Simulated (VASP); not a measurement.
# YN (Fm-3m) in VASP: further runs, part 2 of 2

VASP 6.6.1.

### 3 Single point, PBE (14.07 Å³/atom)

This run uses another cell than the first one, of 14.07 Å³/atom.

Contents of INCAR:

```
PREC = Accurate
ENCUT = 600
EDIFF = 1E-6
ISMEAR = -1
SIGMA = 0.03
LREAL = False
LASPH = True
NELM = 120
ALGO = Normal
ISIF = 2
LWAVE = False
LCHARG = False
GGA = PE
NBANDS = 15
GGA_COMPAT = False
```

Contents of KPOINTS:

```
regular mesh
0
Gamma
  9 9 9
```

Contents of POSCAR:

```
YN
1.0
    0.0000000000      2.4138670027      2.4138670027
    2.4138670027      0.0000000000      2.4138670027
    2.4138670027      2.4138670027      0.0000000000
Y N
1 1
Direct
    0.0000000000      0.0000000000      0.0000000000
    0.5000000000      0.5000000000      0.5000000000
```

Potentials or basis: VASP PAW PBE potentials, release 64 (Y_sv, N).

Run with:

```sh
$ cat potpaw_PBE.64/Y_sv/POTCAR potpaw_PBE.64/N/POTCAR > POTCAR
$ mpirun -np 1 vasp_std > vasp.out
```

OUTCAR:

```text
PREC = Accurate
   ENCUT = 600
   EDIFF = 1E-6
   ISMEAR = -1
   LREAL = False
   LASPH = True
   NELM = 120
   ISIF = 2
   GGA = PE

 ion  position               nearest neighbor table
   1  0.000  0.000  0.000-   2 2.41   2 2.41   2 2.41   2 2.41   2 2.41   2 2.41
   2  0.500  0.500  0.500-   1 2.41   1 2.41   1 2.41   1 2.41   1 2.41   1 2.41

  LATTYP: Found a face centered cubic cell.
 ALAT       =     4.8277340054

  Lattice vectors:

 A1 = (   0.0000000000,   2.4138670027,   2.4138670027)
 A2 = (   2.4138670027,   0.0000000000,   2.4138670027)
 A3 = (   2.4138670027,   2.4138670027,   0.0000000000)

Analysis of symmetry for initial positions (statically):
=====================================================================
 Subroutine PRICEL returns:
 Original cell was already a primitive cell.

 Routine SETGRP: Setting up the symmetry group for a
 face centered cubic supercell.

 Subroutine GETGRP returns: Found 48 space group operations
 (whereof 48 operations were pure point group operations)
 out of a pool of 48 trial point group operations.

The static configuration has the point symmetry O_h .

Analysis of symmetry for dynamics (positions and initial velocities):
[... 169 lines left out ...]
      3     -15.8961      2.00000
      4     -15.8961      2.00000
      5      -8.6273      2.00000
      6       4.3843      1.86941
      7       4.3843      1.86941
      8       4.3843      1.86941
      9       7.5815      0.00000
     10       7.5815      0.00000
     11       7.5815      0.00000
     12       8.8909      0.00000
     13       9.6565      0.00000
     14       9.6565      0.00000
[... 401 lines left out ...]
      2     -16.8417      2.00000
      3     -16.2542      2.00000
      4     -16.2542      2.00000
      5      -8.1602      2.00000
      6       2.7910      2.00000
      7       4.0087      2.00000
      8       4.0087      2.00000
      9       4.5658      0.06543
     10      11.4075      0.00000
     11      11.8821      0.00000
     12      12.5165      0.00000
     13      12.5165      0.00000
     14      14.9434      0.00000
     15      16.7286      0.00000

 [... further k-points ...]
[... 5 lines left out ...]
  --------------------------------------------------------------------------------------
  -------------------------------------------------------------------------------------
  Total        1.4447001      1.4447001      1.4447001      0.0000000      0.0000000      0.0000000
  in kB       82.2845470     82.2845470     82.2845470      0.0000000      0.0000000      0.0000000
  external PRESSURE =      82.2845470 kB  Pullay stress =       0.0000000 kB

 VOLUME and BASIS-vectors are now :
 -----------------------------------------------------------------------------
  energy-cutoff  :      600.00
  volume of cell :       28.13
      direct lattice vectors                 reciprocal lattice vectors
     0.000000000  2.413867003  2.413867003    -0.207136516  0.207136516  0.207136516
     2.413867003  0.000000000  2.413867003     0.207136516 -0.207136516  0.207136516
     2.413867003  2.413867003  0.000000000     0.207136516  0.207136516 -0.207136516

 POSITION                                       TOTAL-FORCE (eV/Angst)
 -----------------------------------------------------------------------------------
      0.00000      0.00000      0.00000         0.000000     -0.000000     -0.000000
      2.41387      2.41387      2.41387         0.000000      0.000000      0.000000
 -----------------------------------------------------------------------------------
    total drift:                                0.000000      0.000000      0.000000

  FREE ENERGIE OF THE ION-ELECTRON SYSTEM (eV)
  ---------------------------------------------------
  free  energy   TOTEN  =       -18.1952521894 eV

  energy  without entropy=      -18.1951211093  energy(sigma->0) =      -18.19518665
```

stdout:

```text
POSCAR found type information on POSCAR Y N
 POSCAR found :  2 types and       2 ions
 scaLAPACK will be used
 LDA part: xc-table for (Slater+PW92), standard interpolation
 POSCAR, INCAR and KPOINTS ok, starting setup
 FFT: planning ... GRIDC
 FFT: planning ... GRID_SOFT
 FFT: planning ... GRID
 WAVECAR not read
 entering main loop
```

Run time: 21 s. Hardware: 1 thread of Intel Xeon Platinum 8488C (Sapphire Rapids), shared host; peak memory 0.18 GiB.

Results:

| Item | Value |
| --- | --- |
| Free energy | -18.1953 eV |
| Pressure | 8.2 GPa |
| Band gap on the k mesh | 0.18 eV (least direct gap 0.56 eV) |

Levels at points of the mesh, in eV from the valence-band top:
| k point | band 6 | band 7 | band 8 | band 9 | band 10 | band 11 |
| --- | --- | --- | --- | --- | --- | --- |
| (0.00, 0.00, 0.00) | 0.00 | 0.00 | 0.00 | 3.20 | 3.20 | 3.20 |

Caveat: the cell stands under pressure; an odd mesh through Γ misses points on the zone boundary, where band edges can lie.

### 4 Single point, PBE (14.94 Å³/atom)

This run uses another cell than the first one, of 14.94 Å³/atom.

Contents of INCAR:

```
SYSTEM = YN
PREC = Accurate ; ENCUT = 600
EDIFF = 1E-6 ; ISMEAR = -1
SIGMA = 0.03 ; LREAL = .False.
LASPH = .True. ; NELM = 120
ALGO = Normal ; ISIF = 2
LWAVE = .False. ; LCHARG = .False.
GGA = PE ; NBANDS = 15
GGA_COMPAT = .False.
```

Contents of KPOINTS:

```
regular mesh
0
Gamma
  9 9 9
  0 0 0
```

Contents of POSCAR:

```
YN
1.0
    0.0000000000      2.4626451346      2.4626451346
    2.4626451346      0.0000000000      2.4626451346
    2.4626451346      2.4626451346      0.0000000000
Y N
1 1
Direct
    0.0000000000      0.0000000000      0.0000000000
    0.5000000000      0.5000000000      0.5000000000
```

Run with:

```sh
$ cat potpaw_PBE.64/Y_sv/POTCAR potpaw_PBE.64/N/POTCAR > POTCAR
$ mpirun -np 1 vasp_std > vasp.out
```

It took 23 s on 1 thread of Intel Xeon Platinum 8488C (Sapphire Rapids), shared host; peak memory 0.18 GiB.

Results (log left out):

```
Free energy            : -18.2277 eV
Pressure               : -2.0 GPa
Band gap on the k mesh : 0.28 eV (least direct gap 0.71 eV)
```

Levels at points of the mesh, in eV from the valence-band top:
```tsv
k point	band 6	band 7	band 8	band 9	band 10	band 11
(0.00, 0.00, 0.00)	0.00	0.00	0.00	3.10	3.10	3.10
```

Caveat: an odd mesh through Γ misses points on the zone boundary, where band edges can lie.

### 5 Single point, PBE (15.37 Å³/atom)

This run uses another cell than the first one, of 15.37 Å³/atom.

Contents of INCAR:

```
SYSTEM = YN
PREC     = Accurate       ! precision mode
ENCUT    = 600            ! plane-wave cutoff, eV
EDIFF    = 1E-6           ! SCF threshold, eV
ISMEAR   = -1             ! smearing method
SIGMA    = 0.03           ! smearing width, eV
LREAL    = .FALSE.        ! projectors in reciprocal space
LASPH    = .TRUE.         ! aspherical terms in the spheres
NELM     = 120            ! most SCF steps
ALGO     = Normal         ! electronic algorithm
ISIF     = 2              ! what is computed and relaxed
LWAVE    = .FALSE.        ! write WAVECAR
LCHARG   = .FALSE.        ! write CHGCAR
GGA      = PE             ! functional
NBANDS   = 15             ! bands
GGA_COMPAT= .FALSE.
```

Contents of KPOINTS:

```
Automatic mesh
0
G
  9 9 9
  0 0 0
```

Contents of POSCAR:

```
YN
1.0
    0.0000000000      2.4863258675      2.4863258675
    2.4863258675      0.0000000000      2.4863258675
    2.4863258675      2.4863258675      0.0000000000
Y N
1 1
Direct
    0.0000000000      0.0000000000      0.0000000000
    0.5000000000      0.5000000000      0.5000000000
```

Run with:

```sh
$ cat potpaw_PBE.64/Y_sv/POTCAR potpaw_PBE.64/N/POTCAR > POTCAR
$ mpirun -np 1 vasp_std > vasp.out
```

Wall time 28 s (1 thread of Intel Xeon Platinum 8488C (Sapphire Rapids), shared host); peak memory 0.18 GiB.

It converged, with:

```yaml
Free_energy: -18.2060 eV
Pressure: -6.1 GPa
Band_gap_on_the_k_mesh: 0.33 eV (least direct gap 0.77 eV)
```

Levels at points of the mesh, in eV from the valence-band top:
| k point | band 5 | band 6 | band 7 | band 8 | band 9 | band 10 | band 11 | band 12 |
| --- | --- | --- | --- | --- | --- | --- | --- | --- |
| (0.00, 0.00, 0.00) | -12.78 | 0.00 | 0.00 | 0.00 | 3.06 | 3.06 | 3.06 | 3.70 |

Caveat: the cell stands under tension; an odd mesh through Γ misses points on the zone boundary, where band edges can lie.

### 6 The runs side by side

| cell | gap on the mesh (eV) | pressure (GPa) |
| --- | --- | --- |
| a = 3.379 Å, angles 60.0°, 2 atoms | 0.12 | 14.6 |
| a = 3.414 Å, angles 60.0°, 2 atoms | 0.18 | 8.2 |
| a = 3.483 Å, angles 60.0°, 2 atoms | 0.28 | -2.0 |
| a = 3.516 Å, angles 60.0°, 2 atoms | 0.33 | -6.1 |

Alike in all rows: task single point; level PBE; potentials or basis VASP PAW PBE potentials, release 64 (Y_sv, N); no spin polarisation; k mesh 9 × 9 × 9; cutoff (eV) 600; smearing fermi-dirac 0.03 eV.

Caveats: an odd mesh through Γ misses points on the zone boundary, where band edges can lie; the cell stands under pressure (at least some runs); the cell stands under tension (at least some runs).

Total energies depend on the potentials used, so only differences within one code and one set of settings carry meaning.
